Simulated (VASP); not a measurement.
A run of VASP 6.6.1 is set up as follows.

Contents of INCAR:

```
PREC = Accurate
ENCUT = 600
EDIFF = 1E-6
ISMEAR = 0
SIGMA = 0.02
LREAL = F
LASPH = T
NELM = 120
ALGO = Normal
ISIF = 2
LWAVE = F
LCHARG = F
GGA = PE
NBANDS = 11
GGA_COMPAT = F
```

KPOINTS

```
regular mesh
0
Gamma
  15 15 15
```

File POSCAR:

```
C
1.0
    1.2269456833      0.7083774205      3.3440654699
   -1.2269456833      0.7083774205      3.3440654699
    0.0000000000     -1.4167548410      3.3440654699
C
2
Direct
    0.1640000000      0.1640000000      0.1640000000
    0.8360000000      0.8360000000      0.8360000000
```

Potentials or basis: VASP PAW PBE potentials, release 64 (C).

Command:

```sh
$ cat potpaw_PBE.64/C/POTCAR > POTCAR
$ mpirun -np 1 vasp_std > vasp.out
```

Question: What does it give for the largest force?

Answer: 0.861 eV/Å.

Question: Predict the pressure.

Answer: 5.1 GPa.

Forces on the atoms (eV/Å):
```
C    0.000  0.000  0.861
C    0.000  0.000 -0.861
```

Caveat: the cell differs from its parent crystal (strained); the cell stands under pressure; this functional lacks dispersion, which binds layers or chains, so the pressure and a relaxed spacing across them are unreliable.
